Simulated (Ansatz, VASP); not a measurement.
**Two plane-wave programs on Mo**

```xyz
1
Lattice="0.0000 1.9876 1.9876 1.9876 0.0000 1.9876 1.9876 1.9876 0.0000" Properties=species:S:1:pos:R:3 pbc="T T T"
Mo    0.0000    0.0000    0.0000
```

Change from the starting cell: volume scaled by 0.98, PAW files.

Alike in both runs: task electric field gradients; functional PBE; k mesh 18 × 18 × 18; occupations fermi-dirac, width 0.05 eV; no spin polarisation.

```csv
,VASP,Ansatz
version,VASP 6.6.1,Ansatz 0.2.0
potentials or method,"VASP PAW PBE potentials, release 64 (Mo_sv)","PAW with Ansatz's default frozen-core files, scalar-relativistic"
plane-wave cutoff (eV),520,420
valence electrons in the cell,14,14
```

```csv
,VASP,Ansatz,Ansatz less VASP
pressure (GPa),5.6,5.1,-0.51
```

The functional is the same, so the differences come from potentials, cutoffs and numerics.
